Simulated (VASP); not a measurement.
A run of VASP 6.6.1 is set up as follows.

Contents of INCAR:

```
SYSTEM = Cd2C
PREC = Accurate ; ENCUT = 600
EDIFF = 1E-6 ; ISMEAR = -1
SIGMA = 0.03 ; LREAL = .FALSE.
LASPH = .TRUE. ; NELM = 100
ALGO = Normal ; ISIF = 3
LWAVE = .FALSE. ; LCHARG = .FALSE.
GGA = RE ; IBRION = 2
NSW = 100 ; EDIFFG = -0.005
```

Contents of KPOINTS:

```
regular mesh
0
G
  10 10 10
  0 0 0
```

Contents of POSCAR:

```
Cd2C
1.0
    0.0000000000      3.0056289091      3.0056289091
    3.0056289091      0.0000000000      3.0056289091
    3.0056289091      3.0056289091      0.0000000000
C Cd
1 2
Direct
    0.0000000000      0.0000000000      0.0000000000
    0.2500000000      0.2500000000      0.2500000000
    0.7500000000      0.7500000000      0.7500000000
```

Potentials or basis: VASP PAW PBE potentials, release 64 (C, Cd).

Run with:

```sh
$ cat potpaw_PBE.64/C/POTCAR potpaw_PBE.64/Cd/POTCAR > POTCAR
$ mpirun -np 1 vasp_std > vasp.out
```

(1) Estimate the band gap on the k mesh.

(2) What does it give for the relaxed cell?

(3) Estimate the relaxed volume.

(4) Predict the space group after relaxing (to 0.1 Å).

Answers

(1) zero (bands 14 and 15 overlap by 0.60 eV).

(2) a = 4.209 Å, b = 4.209 Å, c = 4.209 Å, α = 60.00°, β = 60.00°, γ = 60.00°.

(3) 17.58 Å³/atom.

(4) Fm-3m (No. 225).

Caveat: the PAW data sets were made with another functional, which shifts forces and pressure a little.
